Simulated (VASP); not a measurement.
Input of a VASP 6.6.1 run:

Contents of INCAR:

```
  PREC = Accurate
  ENCUT = 600
  EDIFF = 1E-7
  ISMEAR = 0
  SIGMA = 0.1
  LREAL = False
  LASPH = True
  NELM = 80
  ALGO = Normal
  ISIF = 3
  LWAVE = False
  LCHARG = False
  GGA = PE
  IBRION = 2
  NSW = 90
  EDIFFG = -0.04
```

The input KPOINTS:

```
regular mesh
0
Gamma
  6 6 4
```

The input POSCAR:

```
TiSn2Te3
1.0
    5.4775097973      0.0000000000      0.0000000000
   -2.7387548986      4.7436626339      0.0000000000
    0.0000000000      0.0000000000      6.3985476611
Ti Sn Te
1 2 3
Direct
    0.0000000000      0.0000000000      0.0000000000
    0.3333333333      0.6666666667      0.0000000000
    0.6666666667      0.3333333333      0.0000000000
    0.3333333333      0.6666666667      0.5000000000
    0.6666666667      0.3333333333      0.5000000000
    0.0000000000      0.0000000000      0.5000000000
```

Potentials or basis: VASP PAW PBE potentials, release 64 (Ti_sv, Sn_d, Te).

Launch:

```console
$ cat potpaw_PBE.64/Ti_sv/POTCAR potpaw_PBE.64/Sn_d/POTCAR potpaw_PBE.64/Te/POTCAR > POTCAR
$ mpirun -np 1 vasp_std > vasp.out
```

Question: Predict the band gap on the k mesh.

Answer: Zero (bands 29 and 30 overlap by 0.49 eV).

Question: What does it give for the space group after relaxing (to 0.1 Å)?

Answer: P6/mmm (No. 191).

Question: Estimate the relaxed volume.

Answer: 27.51 Å³/atom.

Question: Estimate the relaxed cell.

Answer: a = 5.591 Å, b = 5.591 Å, c = 6.096 Å, α = 90.00°, β = 90.00°, γ = 120.00°.

Stress tensor (GPa, compression positive):
```
-0.04  0.00  0.00
 0.00 -0.04  0.00
 0.00  0.00  0.06
```

Caveat: spin-orbit coupling is left out, which moves the levels of the heavy elements.
